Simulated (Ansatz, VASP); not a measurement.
**One calculation of C, two programs**

Contents of INCAR:

```
PREC     = Accurate       # precision mode
ENCUT    = 600            # plane-wave cutoff, eV
EDIFF    = 1E-6           # SCF threshold, eV
ISMEAR   = -1             # smearing method
SIGMA    = 0.1            # smearing width, eV
LREAL    = False          # projectors in reciprocal space
LASPH    = True           # aspherical terms in the spheres
NELM     = 120            # most SCF steps
ALGO     = Normal         # electronic algorithm
ISIF     = 2              # what is computed and relaxed
LWAVE    = False          # write WAVECAR
LCHARG   = True           # write CHGCAR
GGA      = PS             # functional
LELF     = True           # ELF
LVHAR    = True         
NBANDS   = 11             # bands
GGA_COMPAT= False
```

File KPOINTS:

```
Automatic mesh
0
Gamma
  5 5 5
```

File POSCAR:

```
C
1.0
    0.0000000000      1.7833700000      1.7833700000
    1.7833700000      0.0000000000      1.7833700000
    1.7833700000      1.7833700000      0.0000000000
C
2
Direct
    0.0063163860     -0.0026302468     -0.0011186086
    0.2436836140      0.2526302468      0.2511186086
```

Input for Ansatz:

```yaml
crystal:
  lattice:
    - [0.0, 1.78337, 1.78337]
    - [1.78337, 0.0, 1.78337]
    - [1.78337, 1.78337, 0.0]
  atoms:
    - { symbol: C, position: [0.006316386018448041, -0.0026302467774619903, -0.0011186086438633557] }
    - { symbol: C, position: [0.24368361398155186, 0.2526302467774621, 0.2511186086438634] }
kpoints:
  mp_grid:
    grid: [5, 5, 5]
hamiltonian:
  xc: pbesol
scf:
  occupations:
    method: fermi_dirac
output:
  forces: true
```

Alike in both runs: task single point; functional PBEsol; k mesh 5 × 5 × 5; no spin polarisation.

|  | VASP | Ansatz |
| --- | --- | --- |
| version | VASP 6.6.1 | Ansatz 0.2.0 |
| potentials or method | VASP PAW PBE potentials, release 64 (C) | plane waves, PAW |
| plane-wave cutoff (eV) | 600 | 420 |
| occupations | fermi-dirac, width 0.1 eV | fermi-dirac |
| valence electrons in the cell | 8 | 8 |

|  | VASP | Ansatz | Ansatz less VASP |
| --- | --- | --- | --- |
| rms of the force components (eV/Å) | 0.547 | 0.543 | -0.0033 |

VASP's potentials were made for PBE, not for PBEsol. Atom by atom the forces differ by 0.003 eV/Å (rms over components).

The k mesh is coarse, so the values compare programs but aren't converged.
